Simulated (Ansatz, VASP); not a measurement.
**Cd5Pt3: VASP beside Ansatz**

```
Cd Pt
1.0
     0.00000    5.92330    5.92330
     5.92330    0.00000    5.92330
     5.92330    5.92330    0.00000
Cd Pt
5 3
Cartesian
  2.9616 2.9616 2.9616
  4.4404 7.4062 4.4404
  7.4062 7.4062 7.4062
  7.4062 4.4404 4.4404
  4.4404 4.4404 7.4062
  0.0000 0.0000 0.0000
  5.9233 5.9233 5.9233
  8.8849 8.8849 8.8849
```

Alike in both runs: functional PBE; k mesh 6 × 6 × 6; occupations gaussian, width 0.1 eV; no spin polarisation.

Ansatz relaxed the structure, and its values are those at the end. VASP's run is a single point on that final structure, the one shown.

```csv
,VASP,Ansatz
version,VASP 6.6.1,Ansatz 0.2.0
potentials or method,"VASP PAW PBE potentials, release 64 (Cd, Pt), cutoff 520 eV","scalar-relativistic, plane waves, PAW"
valence electrons in the cell,90,154
```

```tsv
	VASP	Ansatz	Ansatz less VASP
gap on the k mesh at the Fermi level (eV)	none	none	-
pressure (GPa)	0.2	0.0	-0.18
```

A gap of «none» marks a metal or a gap that the smearing closes. VASP's potentials hold 90 valence electrons a cell and Ansatz's 154, so a difference there can come from the potentials and not from the codes.

Spin-orbit coupling is off throughout.
